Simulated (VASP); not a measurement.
# As (Cmce) in VASP: single point with PBEsol

Aim: the single point of As with PBEsol.

Everything below comes from runs of VASP 6.6.1. Logs are shortened: lines on timing, memory, paths and dates and some standing lists are left out, and cuts for length are marked.

## Step 1: The cell of the first run

The structure is orthorhombic, space group Cmce (No. 64). Conventional cell: a = 3.650 Å, b = 11.000 Å, c = 4.470 Å, α = 90.00°, β = 90.00°, γ = 90.00°. Within 3.4 Å of As (site symmetry m) lie 5 As at 2.48 to 3.32 Å.

## Step 2: Single point, PBEsol

The input, POSCAR:

```
As
1.0
    1.8250000000     -5.5000000000      0.0000000000
    1.8250000000      5.5000000000      0.0000000000
    0.0000000000      0.0000000000      4.4700000000
As
4
Direct
    0.3900000000      0.6100000000      0.5600000000
    0.8900000000      0.1100000000      0.9400000000
    0.6100000000      0.3900000000      0.4400000000
    0.1100000000      0.8900000000      0.0600000000
```

The input, INCAR.step1:

```
ALGO = Normal
EDIFF = 1E-7
ENCUT = 520
GGA = PS
ISIF = 2
ISMEAR = -1
LASPH = T
LCHARG = T
LREAL = F
LWAVE = F
NBANDS = 18
NELM = 80
PREC = Accurate
SIGMA = 0.05
```

The input, KPOINTS.step1:

```
k-points
0
Gamma
  8 8 6
```

The input, INCAR.step2:

```
ALGO = Normal
EDIFF = 1E-7
ENCUT = 520
GGA = PS
ICHARG = 11
ISIF = 2
ISMEAR = -5
LASPH = T
LCHARG = F
LORBIT = 11
LREAL = F
LWAVE = F
NBANDS = 18
NEDOS = 2001
NELM = 80
PREC = Accurate
SIGMA = 0.05
```

The input, KPOINTS.step2:

```
k-points
0
Gamma
  12 12 9
```

Potentials or basis: VASP PAW PBE potentials, release 64 (As).

Run with:

```bash
$ cat potpaw_PBE.64/As/POTCAR > POTCAR
$ cp INCAR.step1 INCAR
$ cp KPOINTS.step1 KPOINTS
$ mpirun -np 1 vasp_std > vasp.out
$ cp INCAR.step2 INCAR
$ cp KPOINTS.step2 KPOINTS
$ mpirun -np 1 vasp_std > vasp.out
```

OUTCAR:

```text
EDIFF = 1E-7
   ENCUT = 520
   GGA = PS
   ICHARG = 11
   ISIF = 2
   ISMEAR = -5
   LASPH = T
   LORBIT = 11
   LREAL = F
   NELM = 80
   PREC = Accurate

 ion  position               nearest neighbor table
   1  0.390  0.610  0.560-   3 2.48   2 2.49   2 2.49
   2  0.890  0.110  0.940-   4 2.48   1 2.49   1 2.49
   3  0.610  0.390  0.440-   1 2.48   4 2.49   4 2.49
   4  0.110  0.890  0.060-   2 2.48   3 2.49   3 2.49

  LATTYP: Found a base centered orthorhombic cell.
 ALAT       =     3.6500000000
 B/A-ratio  =     3.0136986301
 C/A-ratio  =     1.2246575342

  Lattice vectors:

 A1 = (   1.8250000000,  -5.5000000000,   0.0000000000)
 A2 = (   1.8250000000,   5.5000000000,   0.0000000000)
 A3 = (   0.0000000000,   0.0000000000,   4.4700000000)

Analysis of symmetry for initial positions (statically):
=====================================================================
 Subroutine PRICEL returns:
 Original cell was already a primitive cell.

 Routine SETGRP: Setting up the symmetry group for a
 base centered orthorhombic supercell.

 Subroutine GETGRP returns: Found  8 space group operations
 (whereof  4 operations were pure point group operations)
 out of a pool of  8 trial point group operations.

The static configuration has the point symmetry C_2h.
 The point group associated with its full space group is D_2h.

Analysis of symmetry for dynamics (positions and initial velocities):
=====================================================================
 Subroutine PRICEL returns:
 Original cell was already a primitive cell.

 Routine SETGRP: Setting up the symmetry group for a
 base centered orthorhombic supercell.

 Subroutine GETGRP returns: Found  8 space group operations
 (whereof  4 operations were pure point group operations)
 out of a pool of  8 trial point group operations.

The dynamic configuration has the point symmetry C_2h.
 The point group associated with its full space group is D_2h.

 Subroutine INISYM returns: Found  8 space group operations
 (whereof  4 operations are pure point group operations),
 and found     1 'primitive' translations

----------------------------------------------------------------------------------------

                                     Primitive cell

  volume of cell :      89.7353

  direct lattice vectors                    reciprocal lattice vectors
     1.825000000 -5.500000000  0.000000000     0.273972603 -0.090909091  0.000000000
     1.825000000  5.500000000  0.000000000     0.273972603  0.090909091  0.000000000
     0.000000000  0.000000000  4.470000000     0.000000000  0.000000000  0.223713647

  length of vectors
     5.794879205  5.794879205  4.470000000     0.288661480  0.288661480  0.223713647

  position of ions in fractional coordinates (direct lattice)
     0.390000000  0.610000000  0.560000000
     0.890000000  0.110000000  0.940000000
     0.610000000  0.390000000  0.440000000
     0.110000000  0.890000000  0.060000000

  ion indices of the primitive-cell ions
   primitive index   ion index
                 1           1
                 2           2
                 3           3
                 4           4

----------------------------------------------------------------------------------------

 KPOINTS: k-points

Automatic generation of k-mesh.
 Grid dimensions read from file:
 generate k-points for:   12   12    9

 Generating k-lattice:

  Cartesian coordinates                     Fractional coordinates (reciprocal lattice)
     0.022831050 -0.007575758  0.000000000     0.083333333 -0.000000000  0.000000000
     0.022831050  0.007575758  0.000000000    -0.000000000  0.083333333  0.000000000
     0.000000000  0.000000000  0.024857072     0.000000000  0.000000000  0.111111111

  Length of vectors
     0.024055123  0.024055123  0.024857072

  Shift w.r.t. Gamma in fractional coordinates (k-lattice)
     0.000000000  0.000000000  0.000000000

 TETIRR: Found   1950 inequivalent tetrahedra from     7776

 Subroutine IBZKPT returns following result:
 ===========================================

 Found    215 irreducible k-points:

 Following reciprocal coordinates:
            Coordinates               Weight
  0.000000  0.000000  0.000000      1.000000
  0.083333  0.000000  0.000000      4.000000
  0.166667 -0.000000  0.000000      4.000000
  0.250000  0.000000  0.000000      4.000000
  0.333333 -0.000000  0.000000      4.000000
  0.416667  0.000000  0.000000      4.000000
[... 16 lines left out ...]
  0.500000  0.166667  0.000000      4.000000
 -0.416667  0.166667  0.000000      4.000000
 [... further k-points ...]
   k-points           NKPTS =    215   k-points in BZ     NKDIM =    215   number of bands    NBANDS=     18
   number of dos      NEDOS =   2001   number of ions     NIONS =      4
   total plane-waves  NPLWV =  82944
   dimension x,y,z NGX =    48 NGY =   48 NGZ =   36
   dimension x,y,z NGXF=    96 NGYF=   96 NGZF=   72
   ions per type =               4
   NGX,Y,Z   is equivalent  to a cutoff of  13.77, 13.77, 13.39 a.u.
   NGXF,Y,Z  is equivalent  to a cutoff of  27.54, 27.54, 26.78 a.u.
 SYSTEM =  unknown system
   PREC   = accura    normal or accurate (medium, high low for compatibility)
   ISTART =      0    job   : 0-new  1-cont  2-samecut
   ICHARG =     11    charge: 1-file 2-atom 10-const
   ISPIN  =      1    spin polarized calculation?
   LNONCOLLINEAR =      F non collinear calculations
   LSORBIT =      F    spin-orbit coupling
   LASPH  =      T    aspherical Exc in radial PAW
   ENCUT  =  520.0 eV  38.22 Ry    6.18 a.u.  10.77 10.77  8.31*2*pi/ulx,y,z
   NELM   =     80;   NELMIN=  2; NELMDL=  0     # of ELM steps
   EDIFF  = 0.1E-06   stopping-criterion for ELM
   LREAL  =      F    real-space projection
   EDIFFG = 0.1E-05   stopping-criterion for IOM
   NSW    =      0    number of steps for IOM
   IBRION =     -1    ionic relax: 0-MD 1-quasi-New 2-CG
   NFREE  =      0    steps in history (QN), initial steepest desc. (CG)
   ISIF   =      2    stress and relaxation
   ISYM   =      2    0-nonsym 1-usesym 2-fastsym
   POTIM  = 0.5000    time-step for ionic-motion
   TEBEG  =    0.0;   TEEND  =   0.0 temperature during run
   PSTRESS=    0.0 pullay stress
   NELECT =      20.0000    total number of electrons
   NUPDOWN=      -1.0000    fix difference up-down
   EMIN   =  10.00;   EMAX   =-10.00  energy-range for DOS
   EFERMI =   0.00;   METHOD = LEGACY
   ISMEAR =    -5;   SIGMA  =   0.05  broadening in eV -4-tet -1-fermi 0-gaus
   EFERMI_NEDOS =   21; number of points for ismear=-14 and -15
   IALGO  =     38    algorithm
   IMIX   =      4    mixing-type and parameters
     AMIX     =   0.40;   BMIX     =  1.00
     AMIX_MAG =   1.60;   BMIX_MAG =  1.00
  volume/ion in A,a.u.               =      22.43       151.39
  Fermi-wavevector in a.u.,A,eV,Ry     =   0.992576  1.875697 13.404559  0.985207
  Thomas-Fermi vector in A             =   2.124398
   LORBIT       =     11    0 simple, 1 ext, 2 COOP (PROOUT), +10 PAW based schemes
   GGA     = PS    functional components
   LHFCALC =     F    Hartree Fock is set to
   AEXX    =    0.0000 exact exchange contribution
   IVDW    =     0    specifies the selected vdW correction
   LEPSILON=     F    determine dielectric tensor
   LRPA    =     F    only Hartree local field effects (RPA)
 non-spin polarized calculation
 Fermi weights with tetrahedron method with Bloechl corrections
  energy-cutoff  :      520.00
  volume of cell :       89.74
 maximum number of plane-waves:      2437
 NGX is ok and might be reduce to    48

 number of electron      20.0000001 magnetization

 Free energy of the ion-electron system (eV)
  ---------------------------------------------------
  ext. energy  EPLUGINS =         0.00000000
  ---------------------------------------------------
  free energy    TOTEN  =       -20.23429712 eV

  energy without entropy =      -20.23429712  energy(sigma->0) =      -20.23429712

 E-fermi :   4.6478     XC(G=0):  -9.9001

 val. band max:        4.7169434685   @ k =  -0.4167   0.4167   0.0000
 cond. band min:       4.5545309380   @ k =   0.4167   0.4167   0.0000
 fundamental gap:     -0.1624125305
 Fermi energy:         4.6478236524

 k-point     1 :       0.0000    0.0000    0.0000
  band No.  band energies     occupation
      1     -10.1136      2.00000
      2      -7.3304      2.00000
      3      -4.7032      2.00000
      4      -1.4010      2.00000
      5      -1.3175      2.00000
      6       0.3525      2.00000
[... 10 lines left out ...]
     17      11.7031      0.00000
     18      11.8474      0.00000

 k-point     2 :       0.0833    0.0000    0.0000
  band No.  band energies     occupation
      1     -10.0401      2.00000
      2      -7.2728      2.00000
      3      -4.7798      2.00000
      4      -1.5223      2.00000
      5      -1.3156      2.00000
      6       0.4285      2.00000
[... 10 lines left out ...]
     17      11.1191      0.00000
     18      11.6835      0.00000

 k-point     3 :       0.1667   -0.0000    0.0000
  band No.  band energies     occupation
      1      -9.8207      2.00000
      2      -7.0998      2.00000
      3      -5.0308      2.00000
      4      -2.0851      2.00000
      5      -1.0626      2.00000
      6       0.6502      2.00000
[... 412 lines left out ...]
 k-point    23 :       0.5000    0.1667    0.0000
  band No.  band energies     occupation
      1      -8.8081      2.00000
      2      -6.7779      2.00000
      3      -6.2100      2.00000
      4      -3.4745      2.00000
      5       0.5087      2.00000
      6       0.5261      2.00000
[... 10 lines left out ...]
     17      12.0349      0.00000
     18      12.1319      0.00000

 k-point    24 :      -0.4167    0.1667    0.0000
  band No.  band energies     occupation
      1      -9.3112      2.00000
      2      -7.1769      2.00000
      3      -5.5181      2.00000
      4      -2.7564      2.00000
      5      -0.0742      2.00000
      6       0.5571      2.00000
[... 10 lines left out ...]
     17      10.6277      0.00000
     18      11.4196      0.00000

 [... further k-points ...]

------------------------ aborting loop because EDIFF is reached ----------------------------------------

  FORCE on cell =-STRESS in cart. coord.  units (eV):
  Direction    XX          YY          ZZ          XY          YZ          ZX
  --------------------------------------------------------------------------------------
  -------------------------------------------------------------------------------------
  Total        0.5419359      0.0797022     -0.3869252      0.0000000      0.0000000      0.0000000
  in kB        9.6759909      1.4230420     -6.9083538      0.0000000      0.0000000      0.0000000
  external PRESSURE =       1.3968931 kB  Pullay stress =       0.0000000 kB

 VOLUME and BASIS-vectors are now :
 -----------------------------------------------------------------------------
  energy-cutoff  :      520.00
  volume of cell :       89.74
      direct lattice vectors                 reciprocal lattice vectors
     1.825000000 -5.500000000  0.000000000     0.273972603 -0.090909091  0.000000000
     1.825000000  5.500000000  0.000000000     0.273972603  0.090909091  0.000000000
     0.000000000  0.000000000  4.470000000     0.000000000  0.000000000  0.223713647

 POSITION                                       TOTAL-FORCE (eV/Angst)
 -----------------------------------------------------------------------------------
      1.82500      1.21000      2.50320         0.000000      0.095068      0.055039
      1.82500     -4.29000      4.20180         0.000000      0.095068     -0.055039
      1.82500     -1.21000      1.96680         0.000000     -0.095068     -0.055039
      1.82500      4.29000      0.26820         0.000000     -0.095068      0.055039
 -----------------------------------------------------------------------------------
    total drift:                               -0.000000     -0.000000     -0.000000

  FREE ENERGIE OF THE ION-ELECTRON SYSTEM (eV)
  ---------------------------------------------------
  free  energy   TOTEN  =       -20.2342971160 eV

  energy  without entropy=      -20.2342971160  energy(sigma->0) =      -20.23429712

 total charge

# of ion       s       p       d       tot
------------------------------------------
    1        1.296   1.371   0.048   2.715
    2        1.296   1.371   0.048   2.715
    3        1.296   1.371   0.048   2.715
    4        1.296   1.371   0.048   2.715
--------------------------------------------------
tot          5.183   5.484   0.192  10.859
```

Wall time 6.5 min (1 thread of Intel Xeon Platinum 8375C at 2.90GHz (Ice Lake), shared host); peak memory 0.44 GiB.

What came out:

```yaml
Valence_electrons_inside_the_program's_atomic_spheres: As 2.71
```

Levels at points of the mesh, in eV from the Fermi level:
| k point | band 6 | band 7 | band 8 | band 9 | band 10 | band 11 | band 12 | band 13 | band 14 | band 15 |
| --- | --- | --- | --- | --- | --- | --- | --- | --- | --- | --- |
| (0.00, 0.00, 0.00) | -4.30 | -2.99 | -2.21 | -1.82 | -1.01 | 1.98 | 2.02 | 2.52 | 3.43 | 4.88 |
| (0.50, 0.00, 0.00) | -3.77 | -2.47 | -2.47 | -2.33 | -2.33 | 0.85 | 0.85 | 1.04 | 1.04 | 3.25 |
| (0.50, 0.50, 0.00) | -4.42 | -3.35 | -1.63 | -1.21 | -0.34 | 0.18 | 1.95 | 2.41 | 3.06 | 4.86 |

Caveat: the PAW data sets were made with another functional, which shifts forces and pressure a little; tetrahedron occupations give inexact forces and stress in metals.
